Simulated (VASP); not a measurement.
# PtSe2 (P-3m1) in VASP: further runs

The runs below take PtSe2 through relaxation of shape and atoms at fixed volume, relaxation of cell and atoms, with PBE.

Everything below comes from runs of VASP 6.6.1. Logs are shortened: lines on timing, memory, paths and dates and some standing lists are left out, and cuts for length are marked.

### 1 The cell of the first run

Symmetry: P-3m1, No. 164, trigonal system. The conventional cell has a = 3.714 Å, b = 3.714 Å, c = 6.461 Å, α = 90.00°, β = 90.00°, γ = 120.00°. Pt (site symmetry -3m) has 6 Se at 2.50 Å within 3.3 Å. Se (site symmetry 3m) has 3 Pt at 2.50 Å and 3 Se at 3.36 Å within 3.4 Å.

### 2 Relaxation of shape and atoms at fixed volume, PBE (25.72 Å³/atom)

The input, INCAR:

```
SYSTEM = PtSe2
PREC     = Accurate       ! precision mode
ENCUT    = 600            ! plane-wave cutoff, eV
EDIFF    = 1E-7           ! SCF threshold, eV
ISMEAR   = 0              ! smearing method
SIGMA    = 0.02           ! smearing width, eV
LREAL    = .False.        ! projectors in reciprocal space
LASPH    = .True.         ! aspherical terms in the spheres
NELM     = 100            ! most SCF steps
ALGO     = Normal         ! electronic algorithm
ISIF     = 4              ! what is computed and relaxed
LWAVE    = .False.        ! write WAVECAR
LCHARG   = .False.        ! write CHGCAR
GGA      = PE             ! functional
IBRION   = 2              ! ionic algorithm
NSW      = 50             ! ionic steps
EDIFFG   = -0.01          ! ionic threshold
```

The input, KPOINTS:

```
Automatic mesh
0
Gamma
  12 12 4
  0 0 0
```

The input, POSCAR:

```
PtSe2
1.0
    3.7137638856      0.0000000000      0.0000000000
   -1.8568819428      3.2162138686      0.0000000000
    0.0000000000      0.0000000000      6.4609463628
Pt Se
1 2
Direct
    0.0000000000      0.0000000000      0.0000000000
    0.3333333333      0.6666666667      0.2001869818
    0.6666666667      0.3333333333      0.7998130182
```

Potentials or basis: VASP PAW PBE potentials, release 64 (Pt, Se).

Run with:

```console
cat potpaw_PBE.64/Pt/POTCAR potpaw_PBE.64/Se/POTCAR > POTCAR
mpirun -np 1 vasp_std > vasp.out
```

OUTCAR:

```text
SYSTEM = PtSe2
   PREC = Accurate
   ENCUT = 600
   EDIFF = 1E-7
   ISMEAR = 0
   LREAL = .False.
   LASPH = .True.
   NELM = 100
   ISIF = 4
   GGA = PE
   IBRION = 2
   NSW = 50
   EDIFFG = -0.01

 ion  position               nearest neighbor table
   1  0.000  0.000  0.000-   2 2.50   3 2.50   3 2.50   2 2.50   3 2.50   2 2.50
   2  0.333  0.667  0.200-   1 2.50   1 2.50   1 2.50
   3  0.667  0.333  0.800-   1 2.50   1 2.50   1 2.50

  LATTYP: Found a hexagonal cell.
 ALAT       =     3.7137638856
 C/A-ratio  =     1.7397299779

  Lattice vectors:

 A1 = (   3.7137638856,   0.0000000000,   0.0000000000)
 A2 = (  -1.8568819428,   3.2162138686,   0.0000000000)
 A3 = (   0.0000000000,   0.0000000000,   6.4609463628)

Analysis of symmetry for initial positions (statically):
=====================================================================
 Subroutine PRICEL returns:
 Original cell was already a primitive cell.

 Routine SETGRP: Setting up the symmetry group for a
 hexagonal supercell.

 Subroutine GETGRP returns: Found 12 space group operations
 (whereof 12 operations were pure point group operations)
 out of a pool of 24 trial point group operations.

The static configuration has the point symmetry D_3d.

Analysis of symmetry for dynamics (positions and initial velocities):
=====================================================================
 Subroutine PRICEL returns:
 Original cell was already a primitive cell.

 Routine SETGRP: Setting up the symmetry group for a
 hexagonal supercell.

 Subroutine GETGRP returns: Found 12 space group operations
 (whereof 12 operations were pure point group operations)
 out of a pool of 24 trial point group operations.

The dynamic configuration has the point symmetry D_3d.

 Subroutine INISYM returns: Found 12 space group operations
 (whereof 12 operations are pure point group operations),
 and found     1 'primitive' translations

----------------------------------------------------------------------------------------

                                     Primitive cell

  volume of cell :      77.1712

  direct lattice vectors                    reciprocal lattice vectors
     3.713763886  0.000000000  0.000000000     0.269268599  0.155462298  0.000000000
    -1.856881943  3.216213869  0.000000000     0.000000000  0.310924597  0.000000000
     0.000000000  0.000000000  6.460946363     0.000000000  0.000000000  0.154776088

  length of vectors
     3.713763886  3.713763886  6.460946363     0.310924597  0.310924597  0.154776088

  position of ions in fractional coordinates (direct lattice)
     0.000000000  0.000000000  0.000000000
     0.333333333  0.666666667  0.200186982
     0.666666667  0.333333333  0.799813018

  ion indices of the primitive-cell ions
   primitive index   ion index
                 1           1
                 2           2
                 3           3

----------------------------------------------------------------------------------------

 KPOINTS: Automatic mesh

Automatic generation of k-mesh.
 Grid dimensions read from file:
 generate k-points for:   12   12    4

 Generating k-lattice:

  Cartesian coordinates                     Fractional coordinates (reciprocal lattice)
     0.022439050  0.012955192  0.000000000     0.083333333  0.000000000  0.000000000
     0.000000000  0.025910383  0.000000000     0.000000000  0.083333333  0.000000000
     0.000000000  0.000000000  0.038694022     0.000000000  0.000000000  0.250000000

  Length of vectors
     0.025910383  0.025910383  0.038694022

  Shift w.r.t. Gamma in fractional coordinates (k-lattice)
     0.000000000  0.000000000  0.000000000

 Subroutine IBZKPT returns following result:
 ===========================================

 Found     69 irreducible k-points:

 Following reciprocal coordinates:
            Coordinates               Weight
  0.000000  0.000000  0.000000      1.000000
  0.083333  0.000000  0.000000      6.000000
  0.166667  0.000000  0.000000      6.000000
  0.250000  0.000000  0.000000      6.000000
  0.333333  0.000000  0.000000      6.000000
  0.416667  0.000000  0.000000      6.000000
[... 16 lines left out ...]
  0.166667  0.000000  0.250000      6.000000
  0.000000  0.166667  0.250000      6.000000
 [... further k-points ...]
   k-points           NKPTS =     69   k-points in BZ     NKDIM =     69   number of bands    NBANDS=     15
   number of dos      NEDOS =    301   number of ions     NIONS =      3
   total plane-waves  NPLWV =  48600
   dimension x,y,z NGX =    30 NGY =   30 NGZ =   54
   dimension x,y,z NGXF=    60 NGYF=   60 NGZF=  108
   ions per type =               1   2
   NGX,Y,Z   is equivalent  to a cutoff of  13.43, 13.43, 13.89 a.u.
   NGXF,Y,Z  is equivalent  to a cutoff of  26.86, 26.86, 27.79 a.u.
 SYSTEM =  PtSe2
   PREC   = accura    normal or accurate (medium, high low for compatibility)
   ISTART =      0    job   : 0-new  1-cont  2-samecut
   ICHARG =      2    charge: 1-file 2-atom 10-const
   ISPIN  =      1    spin polarized calculation?
   LNONCOLLINEAR =      F non collinear calculations
   LSORBIT =      F    spin-orbit coupling
   LASPH  =      T    aspherical Exc in radial PAW
   ENCUT  =  600.0 eV  44.10 Ry    6.64 a.u.   7.42  7.42 12.90*2*pi/ulx,y,z
   NELM   =    100;   NELMIN=  2; NELMDL= -5     # of ELM steps
   EDIFF  = 0.1E-06   stopping-criterion for ELM
   LREAL  =      F    real-space projection
   EDIFFG = -.1E-01   stopping-criterion for IOM
   NSW    =     50    number of steps for IOM
   IBRION =      2    ionic relax: 0-MD 1-quasi-New 2-CG
   NFREE  =      1    steps in history (QN), initial steepest desc. (CG)
   ISIF   =      4    stress and relaxation
   ISYM   =      2    0-nonsym 1-usesym 2-fastsym
   POTIM  = 0.5000    time-step for ionic-motion
   TEBEG  =    0.0;   TEEND  =   0.0 temperature during run
   PSTRESS=    0.0 pullay stress
   NELECT =      22.0000    total number of electrons
   NUPDOWN=      -1.0000    fix difference up-down
   EMIN   =  10.00;   EMAX   =-10.00  energy-range for DOS
   EFERMI =   0.00;   METHOD = LEGACY
   ISMEAR =     0;   SIGMA  =   0.02  broadening in eV -4-tet -1-fermi 0-gaus
   EFERMI_NEDOS =   21; number of points for ismear=-14 and -15
   IALGO  =     38    algorithm
   IMIX   =      4    mixing-type and parameters
     AMIX     =   0.40;   BMIX     =  1.00
     AMIX_MAG =   1.60;   BMIX_MAG =  1.00
  volume/ion in A,a.u.               =      25.72       173.59
  Fermi-wavevector in a.u.,A,eV,Ry     =   1.077450  2.036086 15.794994  1.160899
  Thomas-Fermi vector in A             =   2.213362
   LORBIT       =      0    0 simple, 1 ext, 2 COOP (PROOUT), +10 PAW based schemes
   GGA     = PE    functional components
   LHFCALC =     F    Hartree Fock is set to
   AEXX    =    0.0000 exact exchange contribution
   IVDW    =     0    specifies the selected vdW correction
   LEPSILON=     F    determine dielectric tensor
   LRPA    =     F    only Hartree local field effects (RPA)
 conjugate gradient relaxation of ions
 non-spin polarized calculation
 Gauss-broadening in eV      SIGMA  =   0.02
  energy-cutoff  :      600.00
  volume of cell :       77.17
 maximum number of plane-waves:      2623
 NGX is ok and might be reduce to    30
   NGX = 15   NGY = 15   NGZ = 25

--------------------------------------- Ionic step        1  -------------------------------------------

 number of electron      22.0000001 magnetization

 Free energy of the ion-electron system (eV)
  ---------------------------------------------------
  ext. energy  EPLUGINS =         0.00000000
  ---------------------------------------------------
  free energy    TOTEN  =       -14.28241678 eV

  energy without entropy =      -14.28241678  energy(sigma->0) =      -14.28241678

------------------------ aborting loop because EDIFF is reached ----------------------------------------

  FORCE on cell =-STRESS in cart. coord.  units (eV):
  Direction    XX          YY          ZZ          XY          YZ          ZX
  --------------------------------------------------------------------------------------
  -------------------------------------------------------------------------------------
  Total        1.5634161      1.5634161      1.0627858      0.0000000     -0.0000000      0.0000000
  in kB       32.4586033     32.4586033     22.0648491      0.0000000     -0.0000000      0.0000000
  external PRESSURE =      28.9940185 kB  Pullay stress =       0.0000000 kB
[... 170 lines left out ...]
  energy  without entropy=      -14.3023985712  energy(sigma->0) =      -14.30239857

--------------------------------------- Ionic step        6  -------------------------------------------

 number of electron      22.0000002 magnetization

 Free energy of the ion-electron system (eV)
  ---------------------------------------------------
  ext. energy  EPLUGINS =         0.00000000
  ---------------------------------------------------
  free energy    TOTEN  =       -14.30270499 eV

  energy without entropy =      -14.30270499  energy(sigma->0) =      -14.30270499

 E-fermi :   3.4679     XC(G=0):  -9.1594

 val. band max:        3.3656557982   @ k =   0.0833   0.0833   0.0000
 cond. band min:       4.1314094553   @ k =   0.0000   0.2500   0.2500
 fundamental gap:      0.7657536571
 Fermi energy:         3.4678829835

 k-point     1 :       0.0000    0.0000    0.0000
  band No.  band energies     occupation
      1     -10.9229      2.00000
      2      -9.0601      2.00000
      3      -2.1644      2.00000
      4      -1.9939      2.00000
      5      -1.9939      2.00000
      6       0.2446      2.00000
      7       0.2446      2.00000
      8       1.6602      2.00000
      9       3.0213      2.00000
     10       3.0213      2.00000
     11       3.1791      2.00000
     12       5.9016      0.00000
     13       5.9016      0.00000
     14       7.5154      0.00000
     15       8.4594      0.00000
[... 397 lines left out ...]
 k-point    24 :       0.0000    0.1667    0.2500
  band No.  band energies     occupation
      1     -10.6156      2.00000
      2      -9.1455      2.00000
      3      -2.0598      2.00000
      4      -1.8310      2.00000
      5      -1.6431      2.00000
      6      -0.2438      2.00000
      7       0.0789      2.00000
      8       1.0866      2.00000
      9       2.5920      2.00000
     10       2.9559      2.00000
     11       3.2389      2.00000
     12       4.6326      0.00000
     13       5.5775      0.00000
     14       9.0065      0.00000
     15       9.4193      0.00000

 [... further k-points ...]
[... 5 lines left out ...]
  --------------------------------------------------------------------------------------
  -------------------------------------------------------------------------------------
  Total        0.0315313      0.0315313      0.0305652      0.0000000     -0.0000000      0.0000000
  in kB        0.6546321      0.6546321      0.6345744      0.0000000     -0.0000000      0.0000000
  external PRESSURE =       0.6479462 kB  Pullay stress =       0.0000000 kB
[... 18 lines left out ...]
  FREE ENERGIE OF THE ION-ELECTRON SYSTEM (eV)
  ---------------------------------------------------
  free  energy   TOTEN  =       -14.3027049894 eV

  energy  without entropy=      -14.3027049894  energy(sigma->0) =      -14.30270499

 reached required accuracy - stopping structural energy minimisation
```

Run time: 12 min. Hardware: 1 thread of Intel Xeon 8259CL, shared host; peak memory 0.29 GiB.

What came out:

```yaml
Free_energy: -14.3027 eV
Energy_gained_by_relaxing: 6.8 meV/atom
Ionic_steps: 6
Pressure_after_relaxing: 0.1 GPa
Band_gap_on_the_k_mesh: 0.77 eV (least direct gap 0.94 eV)
```

The path:
```csv
step,energy change (eV),largest force (eV/Å),pressure (GPa),volume (Å³)
1,0.0000,0.4004,2.90,77.17
2,-0.0136,0.1854,1.63,77.17
3,-0.0187,0.0720,0.10,77.17
4,-0.0188,0.0454,0.26,77.17
5,-0.0200,0.0199,0.15,77.17
6,-0.0203,0.0014,0.06,77.17
```

Final structure:
```xyz
3
Lattice="3.7514 0.0000 0.0000 -1.8757 3.2488 0.0000 0.0000 0.0000 6.3320" Properties=species:S:1:pos:R:3 pbc="T T T"
Pt    0.0000    0.0000    0.0000
Se    0.0000    2.1659    1.3063
Se    1.8757    1.0829    5.0257
```

Levels at points of the mesh, in eV from the valence-band top:
| k point | band 8 | band 9 | band 10 | band 11 | band 12 | band 13 | band 14 | band 15 |
| --- | --- | --- | --- | --- | --- | --- | --- | --- |
| (0.00, 0.00, 0.00) | -1.71 | -0.34 | -0.34 | -0.19 | 2.54 | 2.54 | 4.15 | 5.09 |
| (0.50, 0.00, 0.00) | -2.57 | -2.23 | -2.19 | -2.00 | 1.82 | 2.45 | 4.64 | 6.00 |
| (0.00, 0.00, 0.50) | -1.51 | -1.35 | -0.39 | -0.39 | 2.63 | 2.63 | 5.21 | 5.85 |
| (0.50, 0.00, 0.50) | -2.61 | -2.30 | -2.12 | -1.40 | 2.08 | 2.24 | 4.33 | 5.62 |

Caveat: spin-orbit coupling is left out, which moves the levels of the heavy elements; this functional lacks dispersion, which binds layers or chains, so the pressure and a relaxed spacing across them are unreliable. A k mesh can miss the band edges.

### 3 Relaxation of cell and atoms, PBE

This run uses another cell than the first one, of 26.52 Å³/atom.

The input, INCAR:

```
ALGO = Normal
EDIFF = 1E-6
EDIFFG = -0.005
ENCUT = 600
GGA = PE
IBRION = 2
ISIF = 3
ISMEAR = 0
LASPH = True
LCHARG = False
LREAL = False
LWAVE = False
NELM = 80
NSW = 100
PREC = Accurate
SIGMA = 0.02
```

The input, KPOINTS:

```
k-points
0
Gamma
  12 12 4
```

The input, POSCAR:

```
PtSe2
1.0
    3.7516620530      0.0000000000      0.0000000000
   -1.8758310265      3.2490346443      0.0000000000
    0.0000000000      0.0000000000      6.5268789407
Pt Se
1 2
Direct
    0.0000000000      0.0000000000      0.0000000000
    0.3333333333      0.6666666667      0.2001869818
    0.6666666667      0.3333333333      0.7998130182
```

Potentials or basis: VASP PAW PBE potentials, release 64 (Pt, Se).

Run with:

```console
cat potpaw_PBE.64/Pt/POTCAR potpaw_PBE.64/Se/POTCAR > POTCAR
mpirun -np 1 vasp_std > vasp.out
```

OUTCAR:

```text
EDIFF = 1E-6
   EDIFFG = -0.005
   ENCUT = 600
   GGA = PE
   IBRION = 2
   ISIF = 3
   ISMEAR = 0
   LASPH = True
   LREAL = False
   NELM = 80
   NSW = 100
   PREC = Accurate

 ion  position               nearest neighbor table
   1  0.000  0.000  0.000-   2 2.53   3 2.53   2 2.53   3 2.53   3 2.53   2 2.53
   2  0.333  0.667  0.200-   1 2.53   1 2.53   1 2.53
   3  0.667  0.333  0.800-   1 2.53   1 2.53   1 2.53

  LATTYP: Found a hexagonal cell.
 ALAT       =     3.7516620530
 C/A-ratio  =     1.7397299779

  Lattice vectors:

 A1 = (   3.7516620530,   0.0000000000,   0.0000000000)
 A2 = (  -1.8758310265,   3.2490346443,   0.0000000000)
 A3 = (   0.0000000000,   0.0000000000,   6.5268789407)

Analysis of symmetry for initial positions (statically):
=====================================================================
 Subroutine PRICEL returns:
[... 265 lines left out ...]

 k-point     1 :       0.0000    0.0000    0.0000
  band No.  band energies     occupation
      1     -11.1696      2.00000
      2      -9.3364      2.00000
      3      -2.3700      2.00000
      4      -2.2512      2.00000
      5      -2.2512      2.00000
      6      -0.0144      2.00000
      7      -0.0144      2.00000
      8       1.4268      2.00000
      9       2.7578      2.00000
     10       2.7578      2.00000
     11       2.7946      2.00000
     12       5.6599      0.00000
     13       5.6599      0.00000
     14       7.1949      0.00000
[... 401 lines left out ...]
      2      -9.4029      2.00000
      3      -2.3013      2.00000
      4      -2.0878      2.00000
      5      -1.9098      2.00000
      6      -0.4986      2.00000
      7      -0.1807      2.00000
      8       0.8351      2.00000
      9       2.3757      2.00000
     10       2.6900      2.00000
     11       2.9046      2.00000
     12       4.3670      0.00000
     13       5.3406      0.00000
     14       8.7361      0.00000
     15       9.1128      0.00000

 [... further k-points ...]
[... 5 lines left out ...]
  --------------------------------------------------------------------------------------
  -------------------------------------------------------------------------------------
  Total       -0.0043678     -0.0043678     -0.0000272      0.0000000     -0.0000000      0.0000000
  in kB       -0.0879859     -0.0879859     -0.0005473      0.0000000     -0.0000000      0.0000000
  external PRESSURE =      -0.0588397 kB  Pullay stress =       0.0000000 kB
[... 18 lines left out ...]
  FREE ENERGIE OF THE ION-ELECTRON SYSTEM (eV)
  ---------------------------------------------------
  free  energy   TOTEN  =       -14.3032575607 eV

  energy  without entropy=      -14.3032575607  energy(sigma->0) =      -14.30325756

 reached required accuracy - stopping structural energy minimisation
```

OSZICAR:

```text
N       E                     dE             d eps       ncg     rms          rms(c)
DAV:   1     0.130899044635E+03    0.13090E+03   -0.10577E+04  2070   0.140E+03
DAV:   2    -0.851268419575E+01   -0.13941E+03   -0.13586E+03  2640   0.241E+02
DAV:   3    -0.150809478802E+02   -0.65683E+01   -0.65360E+01  2679   0.563E+01
DAV:   4    -0.151523361239E+02   -0.71388E-01   -0.71372E-01  2469   0.625E+00
[... 18 lines left out ...]
DAV:   1    -0.143032754857E+02   -0.20089E-04   -0.38204E-04  2301   0.174E-01    0.259E-02
DAV:   2    -0.143032617004E+02    0.13785E-04   -0.62098E-05  2231   0.872E-02    0.141E-02
DAV:   3    -0.143032586680E+02    0.30323E-05   -0.55641E-06  2174   0.266E-02    0.653E-03
DAV:   4    -0.143032575913E+02    0.10768E-05   -0.35552E-06  2034   0.111E-02    0.246E-03
DAV:   5    -0.143032575607E+02    0.30585E-07   -0.16013E-07  1042   0.382E-03
   3 F= -.14303258E+02 E0= -.14303258E+02  d E =-.207788E-04
```

It took 5.3 min on 1 thread of Intel Xeon 8259CL, shared host; peak memory 0.29 GiB.

What came out:

```yaml
Free_energy: -14.3033 eV
Relaxed_volume: 26.51 Å³/atom
Relaxed_cell: a = 3.751 Å, b = 3.751 Å, c = 6.527 Å, α = 90.00°, β = 90.00°, γ = 120.00°
Space_group_after_relaxing_to_0.1_Å: P-3m1 (No. 164)
Energy_gained_by_relaxing: 0.0 meV/atom
Ionic_steps: 3
Pressure_after_relaxing: 0.0 GPa
Band_gap_on_the_k_mesh: 0.89 eV (least direct gap 1.04 eV)
```

Final structure:
```yaml
crystal:
  lattice:
    - [3.75121, 0.00000, 0.00000]
    - [-1.87560, 3.24864, 0.00000]
    - [0.00000, 0.00000, 6.52666]
  atoms:
    - { symbol: Pt, position: [0.00000, 0.00000, 0.00000] }
    - { symbol: Se, position: [0.33333, 0.66667, 0.20018] }
    - { symbol: Se, position: [0.66667, 0.33333, 0.79982] }
```

Levels at points of the mesh, in eV from the valence-band top:
```csv
k point,band 7,band 8,band 9,band 10,band 11,band 12,band 13,band 14,band 15
"(0.00, 0.00, 0.00)",-3.03,-1.59,-0.26,-0.26,-0.22,2.65,2.65,4.18,5.22
"(0.50, 0.00, 0.00)",-2.52,-2.48,-2.14,-2.09,-1.83,1.96,2.52,4.68,6.06
"(0.00, 0.00, 0.50)",-3.03,-1.32,-1.29,-0.28,-0.28,2.71,2.71,5.28,5.83
"(0.50, 0.00, 0.50)",-2.52,-2.52,-2.20,-2.03,-1.37,2.17,2.37,4.40,5.73
```

Caveat: spin-orbit coupling is left out, which moves the levels of the heavy elements; this functional lacks dispersion, which binds layers or chains, so the pressure and a relaxed spacing across them are unreliable. A k mesh can miss the band edges.
